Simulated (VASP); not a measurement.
# CsBr (Pm-3m) in VASP: a series of runs

The runs below take CsBr through single point, relaxation of cell and atoms, with HSE06.

Program: VASP 6.6.1. These are calculated values, not measurements. Logs are shortened: lines on timing, memory, paths and dates and some standing lists are left out, and cuts for length are marked.

### 1 The cell of the first run

The structure is cubic, space group Pm-3m (No. 221). The conventional cell has a = 4.357 Å, b = 4.357 Å, c = 4.357 Å, α = 90.00°, β = 90.00°, γ = 90.00°. Within 5.0 Å of Cs (site symmetry m-3m) lie 8 Br at 3.77 Å and 6 Cs at 4.36 Å. Br (site symmetry m-3m) has 8 Cs at 3.77 Å and 6 Br at 4.36 Å within 5.0 Å.

### 2 Single point, HSE06

File POSCAR:

```
CsBr
1.0
    4.3573759929      0.0000000000      0.0000000000
    0.0000000000      4.3573759929      0.0000000000
    0.0000000000      0.0000000000      4.3573759929
Cs Br
1 1
Direct
    0.0000000000      0.0000000000      0.0000000000
    0.5000000000      0.5000000000      0.5000000000
```

File INCAR.step1:

```
SYSTEM = CsBr
ALGO     = Normal         ! electronic algorithm
EDIFF    = 1E-5           ! SCF threshold, eV
ENCUT    = 400            ! plane-wave cutoff, eV
GGA      = PE             ! functional
GGA_COMPAT= .False.      
ISIF     = 2              ! what is computed and relaxed
ISMEAR   = -1             ! smearing method
LASPH    = .True.         ! aspherical terms in the spheres
LCHARG   = .False.        ! write CHGCAR
LREAL    = .False.        ! projectors in reciprocal space
LWAVE    = .True.         ! write WAVECAR
NBANDS   = 15             ! bands
NELM     = 120            ! most SCF steps
PREC     = Accurate       ! precision mode
SIGMA    = 0.02           ! smearing width, eV
```

File INCAR.step2:

```
SYSTEM = CsBr
ALGO     = Normal         ! electronic algorithm
EDIFF    = 1E-6           ! SCF threshold, eV
ENCUT    = 400            ! plane-wave cutoff, eV
GGA      = PE             ! functional
GGA_COMPAT= .False.      
HFSCREEN = 0.2079         ! screening, 1/A
ISIF     = 2              ! what is computed and relaxed
ISMEAR   = -1             ! smearing method
ISTART   = 1            
LASPH    = .True.         ! aspherical terms in the spheres
LCHARG   = .False.        ! write CHGCAR
LHFCALC  = .True.         ! exact exchange
LREAL    = .False.        ! projectors in reciprocal space
LWAVE    = .False.        ! write WAVECAR
NBANDS   = 15             ! bands
NELM     = 120            ! most SCF steps
PREC     = Accurate       ! precision mode
PRECFOCK = Normal       
SIGMA    = 0.02           ! smearing width, eV
```

File KPOINTS:

```
k-points
0
Gamma
  4 4 4
  0 0 0
```

Potentials or basis: VASP PAW PBE potentials, release 64 (Cs_sv, Br).

On the command line:

```bash
> cat potpaw_PBE.64/Cs_sv/POTCAR potpaw_PBE.64/Br/POTCAR > POTCAR
> cp INCAR.step1 INCAR
> mpirun -np 1 vasp_std > vasp.out
> cp INCAR.step2 INCAR
> mpirun -np 1 vasp_std > vasp.out
```

OUTCAR:

```text
SYSTEM = CsBr
   EDIFF = 1E-6
   ENCUT = 400
   GGA = PE
   HFSCREEN = 0.2079
   ISIF = 2
   ISMEAR = -1
   ISTART = 1
   LASPH = .True.
   LHFCALC = .True.
   LREAL = .False.
   NELM = 120
   PREC = Accurate
   PRECFOCK = Normal

 ion  position               nearest neighbor table
   1  0.000  0.000  0.000-
   2  0.500  0.500  0.500-

  LATTYP: Found a simple cubic cell.
 ALAT       =     4.3573759929

  Lattice vectors:

 A1 = (   4.3573759929,   0.0000000000,   0.0000000000)
 A2 = (   0.0000000000,   4.3573759929,   0.0000000000)
 A3 = (   0.0000000000,   0.0000000000,   4.3573759929)

Analysis of symmetry for initial positions (statically):
=====================================================================
 Subroutine PRICEL returns:
 Original cell was already a primitive cell.

 Routine SETGRP: Setting up the symmetry group for a
 simple cubic supercell.

 Subroutine GETGRP returns: Found 48 space group operations
 (whereof 48 operations were pure point group operations)
 out of a pool of 48 trial point group operations.

The static configuration has the point symmetry O_h .

Analysis of symmetry for dynamics (positions and initial velocities):
=====================================================================
 Subroutine PRICEL returns:
 Original cell was already a primitive cell.

 Routine SETGRP: Setting up the symmetry group for a
 simple cubic supercell.

 Subroutine GETGRP returns: Found 48 space group operations
 (whereof 48 operations were pure point group operations)
 out of a pool of 48 trial point group operations.

The dynamic configuration has the point symmetry O_h .

 Subroutine INISYM returns: Found 48 space group operations
 (whereof 48 operations are pure point group operations),
 and found     1 'primitive' translations

----------------------------------------------------------------------------------------

                                     Primitive cell

  volume of cell :      82.7323

  direct lattice vectors                    reciprocal lattice vectors
     4.357375993  0.000000000  0.000000000     0.229495917  0.000000000  0.000000000
     0.000000000  4.357375993  0.000000000     0.000000000  0.229495917  0.000000000
     0.000000000  0.000000000  4.357375993     0.000000000  0.000000000  0.229495917

  length of vectors
     4.357375993  4.357375993  4.357375993     0.229495917  0.229495917  0.229495917

  position of ions in fractional coordinates (direct lattice)
     0.000000000  0.000000000  0.000000000
     0.500000000  0.500000000  0.500000000

  ion indices of the primitive-cell ions
   primitive index   ion index
                 1           1
                 2           2

----------------------------------------------------------------------------------------

 KPOINTS: k-points

Automatic generation of k-mesh.
 Grid dimensions read from file:
 generate k-points for:    4    4    4

 Generating k-lattice:

  Cartesian coordinates                     Fractional coordinates (reciprocal lattice)
     0.057373979  0.000000000  0.000000000     0.250000000  0.000000000  0.000000000
     0.000000000  0.057373979  0.000000000     0.000000000  0.250000000  0.000000000
     0.000000000  0.000000000  0.057373979     0.000000000  0.000000000  0.250000000

  Length of vectors
     0.057373979  0.057373979  0.057373979

  Shift w.r.t. Gamma in fractional coordinates (k-lattice)
     0.000000000  0.000000000  0.000000000

 Subroutine IBZKPT returns following result:
 ===========================================

 Found     10 irreducible k-points:

 Following reciprocal coordinates:
            Coordinates               Weight
  0.000000  0.000000  0.000000      1.000000
  0.250000  0.000000  0.000000      6.000000
  0.500000  0.000000  0.000000      3.000000
  0.250000  0.250000  0.000000     12.000000
  0.500000  0.250000  0.000000     12.000000
  0.500000  0.500000  0.000000      3.000000
  0.250000  0.250000  0.250000      8.000000
  0.500000  0.250000  0.250000     12.000000
  0.500000  0.500000  0.250000      6.000000
  0.500000  0.500000  0.500000      1.000000
   k-points           NKPTS =     10   k-points in BZ     NKDIM =     64   number of bands    NBANDS=     15
   number of dos      NEDOS =    301   number of ions     NIONS =      2
   total plane-waves  NPLWV =  21952
   dimension x,y,z NGX =    28 NGY =   28 NGZ =   28
   dimension x,y,z NGXF=    56 NGYF=   56 NGZF=   56
   ions per type =               1   1
   NGX,Y,Z   is equivalent  to a cutoff of  10.68, 10.68, 10.68 a.u.
   NGXF,Y,Z  is equivalent  to a cutoff of  21.37, 21.37, 21.37 a.u.
 SYSTEM =  CsBr
   PREC   = accura    normal or accurate (medium, high low for compatibility)
   ISTART =      1    job   : 0-new  1-cont  2-samecut
   ICHARG =      0    charge: 1-file 2-atom 10-const
   ISPIN  =      1    spin polarized calculation?
   LNONCOLLINEAR =      F non collinear calculations
   LSORBIT =      F    spin-orbit coupling
   LASPH  =      T    aspherical Exc in radial PAW
   ENCUT  =  400.0 eV  29.40 Ry    5.42 a.u.   7.11  7.11  7.11*2*pi/ulx,y,z
   NELM   =    120;   NELMIN=  2; NELMDL=  0     # of ELM steps
   EDIFF  = 0.1E-05   stopping-criterion for ELM
   LREAL  =      F    real-space projection
   EDIFFG = 0.1E-04   stopping-criterion for IOM
   NSW    =      0    number of steps for IOM
   IBRION =     -1    ionic relax: 0-MD 1-quasi-New 2-CG
   NFREE  =      0    steps in history (QN), initial steepest desc. (CG)
   ISIF   =      2    stress and relaxation
   ISYM   =      3    0-nonsym 1-usesym 2-fastsym
   POTIM  = 0.5000    time-step for ionic-motion
   TEBEG  =    0.0;   TEEND  =   0.0 temperature during run
   PSTRESS=    0.0 pullay stress
   NELECT =      16.0000    total number of electrons
   NUPDOWN=      -1.0000    fix difference up-down
   EMIN   =  10.00;   EMAX   =-10.00  energy-range for DOS
   EFERMI =   0.00;   METHOD = LEGACY
   ISMEAR =    -1;   SIGMA  =   0.02  broadening in eV -4-tet -1-fermi 0-gaus
   EFERMI_NEDOS =   21; number of points for ismear=-14 and -15
   IALGO  =     38    algorithm
   IMIX   =      1    mixing-type and parameters
     AMIX     =   0.40;   BMIX     =  1.00
     AMIX_MAG =   1.60;   BMIX_MAG =  1.00
  volume/ion in A,a.u.               =      41.37       279.15
  Fermi-wavevector in a.u.,A,eV,Ry     =   0.946723  1.789048 12.194701  0.896285
  Thomas-Fermi vector in A             =   2.074748
   LORBIT       =      0    0 simple, 1 ext, 2 COOP (PROOUT), +10 PAW based schemes
   GGA     = PE    functional components
   LHFCALC =     T    Hartree Fock is set to
   PRECFOCK=normal    Normal, Fast or Accurate (Low or Medium for compatibility)
   ENCUT4O =  -1.0   cutoff for four orbital integrals eV
   NKREDX  =     1    reduce k-point grid by
   NKREDY  =     1    reduce k-point grid by
   NKREDZ  =     1    reduce k-point grid by
   AEXX    =    0.2500 exact exchange contribution
   HFSCREEN=    0.2079 screening length (either q_TF or 0.3 A-1)
   HFSCREENC=   0.2079 screening length for correlation (either q_TF or 0.3 A-1)
   ENCUTFOCK=  -1.0 apply spherical cutoff to Coloumb kernel
   IVDW    =     0    specifies the selected vdW correction
   LEPSILON=     F    determine dielectric tensor
   LRPA    =     F    only Hartree local field effects (RPA)
 non-spin polarized calculation
  energy-cutoff  :      400.00
  volume of cell :       82.73
 maximum number of plane-waves:      1516
  NGX = 24; NGY = 24; NGZ = 24

 number of electron      15.9999997 magnetization

 Free energy of the ion-electron system (eV)
  ---------------------------------------------------
  ext. energy  EPLUGINS =         0.00000000
  ---------------------------------------------------
  free energy    TOTEN  =        -7.00166876 eV

  energy without entropy =       -7.00166876  energy(sigma->0) =       -7.00166876

 E-fermi :  -0.9054     XC(G=0):  -6.5778

 val. band max:       -1.3725834896   @ k =   0.5000   0.5000   0.0000
 cond. band min:       4.1145296865   @ k =   0.0000   0.0000   0.0000
 fundamental gap:      5.4871131761
 Fermi energy:        -0.9053729249

 k-point     1 :       0.0000    0.0000    0.0000
  band No.  band energies     occupation
      1     -22.5528      2.00000
      2     -14.7220      2.00000
      3      -8.1504      2.00000
      4      -8.1504      2.00000
      5      -8.1504      2.00000
      6      -1.3883      2.00000
      7      -1.3883      2.00000
      8      -1.3883      2.00000
      9       4.1145      0.00000
     10       4.7238      0.00000
     11       4.7238      0.00000
     12       8.9915      0.00000
     13       8.9915      0.00000
     14       8.9915      0.00000
     15      11.9202      0.00000

 k-point     2 :       0.2500    0.0000    0.0000
  band No.  band energies     occupation
      1     -22.5286      2.00000
      2     -14.7244      2.00000
      3      -8.3354      2.00000
      4      -8.1021      2.00000
      5      -8.1021      2.00000
      6      -2.0973      2.00000
      7      -1.4749      2.00000
      8      -1.4749      2.00000
      9       5.1169      0.00000
     10       5.3785      0.00000
     11       5.9381      0.00000
     12       8.7320      0.00000
     13       8.7320      0.00000
     14       9.2982      0.00000
     15       9.6630      0.00000
[... 113 lines left out ...]
      3      -8.6071      2.00000
      4      -8.6071      2.00000
      5      -8.2659      2.00000
      6      -2.2431      2.00000
      7      -2.2431      2.00000
      8      -1.9970      2.00000
      9       6.4200      0.00000
     10       6.6092      0.00000
     11       7.3574      0.00000
     12       7.3574      0.00000
     13       9.9341      0.00000
     14       9.9341      0.00000
     15      11.1189      0.00000

 k-point    10 :       0.5000    0.5000    0.5000
  band No.  band energies     occupation
      1     -22.4232      2.00000
      2     -14.5419      2.00000
      3      -8.5174      2.00000
      4      -8.5174      2.00000
      5      -8.5174      2.00000
      6      -2.5030      2.00000
      7      -2.5030      2.00000
      8      -2.5030      2.00000
      9       8.0643      0.00000
     10       8.0643      0.00000
     11       8.0643      0.00000
     12       8.7905      0.00000
     13       8.7905      0.00000
     14       8.7905      0.00000
     15      11.2237      0.00000

------------------------ aborting loop because EDIFF is reached ----------------------------------------

  FORCE on cell =-STRESS in cart. coord.  units (eV):
  Direction    XX          YY          ZZ          XY          YZ          ZX
  --------------------------------------------------------------------------------------
  -------------------------------------------------------------------------------------
  Total       -0.0079154     -0.0079154     -0.0079154      0.0000000      0.0000000      0.0000000
  in kB       -0.1532882     -0.1532882     -0.1532882      0.0000000      0.0000000      0.0000000
  external PRESSURE =      -0.1532882 kB  Pullay stress =       0.0000000 kB

 VOLUME and BASIS-vectors are now :
 -----------------------------------------------------------------------------
  energy-cutoff  :      400.00
  volume of cell :       82.73
      direct lattice vectors                 reciprocal lattice vectors
     4.357375993  0.000000000  0.000000000     0.229495917  0.000000000  0.000000000
     0.000000000  4.357375993  0.000000000     0.000000000  0.229495917  0.000000000
     0.000000000  0.000000000  4.357375993     0.000000000  0.000000000  0.229495917

 POSITION                                       TOTAL-FORCE (eV/Angst)
 -----------------------------------------------------------------------------------
      0.00000      0.00000      0.00000         0.000000      0.000000      0.000000
      2.17869      2.17869      2.17869         0.000000      0.000000      0.000000
 -----------------------------------------------------------------------------------
    total drift:                                0.000071      0.000072      0.000071

  FREE ENERGIE OF THE ION-ELECTRON SYSTEM (eV)
  ---------------------------------------------------
  free  energy   TOTEN  =        -7.0016687582 eV

  energy  without entropy=       -7.0016687581  energy(sigma->0) =       -7.00166876
```

Run time: 3.1 min. Hardware: 1 thread of Intel Xeon 6975P-C (Granite Rapids), shared host; peak memory 0.26 GiB.

What came out:

```yaml
Free_energy: -7.0017 eV
Pressure: 0.0 GPa
Band_gap_on_the_k_mesh: 5.49 eV (least direct gap 5.50 eV)
```

Caveat: the PAW data sets were made with another functional, which shifts forces and pressure a little; spin-orbit coupling is left out, which moves the levels of the heavy elements. A k mesh can miss the band edges.

### 3 Relaxation of cell and atoms, HSE06

This run uses another cell than the first one, of 40.31 Å³/atom.

File POSCAR:

```
CsBr
1.0
    4.3199575116      0.0000000000      0.0000000000
    0.0000000000      4.3199575116      0.0000000000
    0.0000000000      0.0000000000      4.3199575116
Cs Br
1 1
Direct
    0.0000000000      0.0000000000      0.0000000000
    0.5000000000      0.5000000000      0.5000000000
```

File INCAR.step1:

```
PREC     = Accurate       # precision mode
ENCUT    = 500            # plane-wave cutoff, eV
EDIFF    = 1E-5           # SCF threshold, eV
ISMEAR   = -1             # smearing method
SIGMA    = 0.02           # smearing width, eV
LREAL    = F              # projectors in reciprocal space
LASPH    = T              # aspherical terms in the spheres
NELM     = 120            # most SCF steps
ALGO     = Normal         # electronic algorithm
LWAVE    = T              # write WAVECAR
LCHARG   = F              # write CHGCAR
GGA      = PE             # functional
NBANDS   = 15             # bands
GGA_COMPAT= F            
IBRION   = 2              # ionic algorithm
ISIF     = 3              # what is computed and relaxed
EDIFFG   = -0.005         # ionic threshold
NELMIN   = 4            
NSW      = 100            # ionic steps
```

File INCAR.step2:

```
PREC     = Accurate       # precision mode
ENCUT    = 500            # plane-wave cutoff, eV
EDIFF    = 1E-7           # SCF threshold, eV
ISMEAR   = -1             # smearing method
SIGMA    = 0.02           # smearing width, eV
LREAL    = F              # projectors in reciprocal space
LASPH    = T              # aspherical terms in the spheres
NELM     = 120            # most SCF steps
ALGO     = Normal         # electronic algorithm
ISIF     = 3              # what is computed and relaxed
LWAVE    = F              # write WAVECAR
LCHARG   = F              # write CHGCAR
GGA      = PE             # functional
LHFCALC  = T              # exact exchange
HFSCREEN = 0.2079         # screening, 1/A
PRECFOCK = Normal       
IBRION   = 2              # ionic algorithm
NSW      = 80             # ionic steps
EDIFFG   = -0.005         # ionic threshold
ISTART   = 1            
GGA_COMPAT= F            
NELMIN   = 4
```

File KPOINTS:

```
Automatic mesh
0
Gamma
  4 4 4
```

Potentials or basis: VASP PAW PBE potentials, release 64 (Cs_sv, Br).

On the command line:

```bash
> cat potpaw_PBE.64/Cs_sv/POTCAR potpaw_PBE.64/Br/POTCAR > POTCAR
> cp INCAR.step1 INCAR
> mpirun -np 1 vasp_std > vasp.out
> cp INCAR.step2 INCAR
> mpirun -np 1 vasp_std > vasp.out
```

Run time: 9.8 min. Hardware: 1 thread of Intel Xeon 6975P-C (Granite Rapids), shared host; peak memory 0.3 GiB.

It converged, with:

| Quantity | Value |
| --- | --- |
| Free energy | -7.0008 eV |
| Relaxed volume | 41.46 Å³/atom |
| Relaxed cell | a = 4.361 Å, b = 4.361 Å, c = 4.361 Å, α = 90.00°, β = 90.00°, γ = 90.00° |
| Space group after relaxing (to 0.1 Å) | Pm-3m (No. 221) |
| Energy gained by relaxing | 1.3 meV/atom |
| Ionic steps | 3 |
| Pressure after relaxing | 0.0 GPa |
| Band gap on the k mesh | 5.48 eV (least direct gap 5.49 eV) |

Step by step:
| step | energy change (eV) | largest force (eV/Å) | pressure (GPa) | volume (Å³) |
| --- | --- | --- | --- | --- |
| 1 | 0.0000 | 0.0000 | 0.38 | 80.62 |
| 2 | -0.0020 | 0.0000 | 0.18 | 81.75 |
| 3 | -0.0026 | 0.0000 | -0.01 | 82.92 |

Final structure:
```
Cs Br
1.0
     4.36060    0.00000    0.00000
     0.00000    4.36060    0.00000
     0.00000    0.00000    4.36060
Cs Br
1 1
Direct
  0.00000 0.00000 0.00000
  0.50000 0.50000 0.50000
```

Levels at points of the mesh, in eV from the valence-band top:
```tsv
k point	band 5	band 6	band 7	band 8	band 9	band 10	band 11	band 12
(0.00, 0.00, 0.00)	-6.78	-0.02	-0.02	-0.02	5.48	6.10	6.10	10.36
(0.50, 0.00, 0.00)	-6.69	-1.28	-0.19	-0.19	7.12	8.31	8.69	9.51
(0.50, 0.50, 0.00)	-6.63	-0.61	-0.61	0.00	6.39	6.64	8.44	8.44
(0.50, 0.50, 0.50)	-7.15	-1.13	-1.13	-1.13	9.43	9.43	9.43	10.15
```

Caveat: the PAW data sets were made with another functional, which shifts forces and pressure a little; spin-orbit coupling is left out, which moves the levels of the heavy elements. A k mesh can miss the band edges.
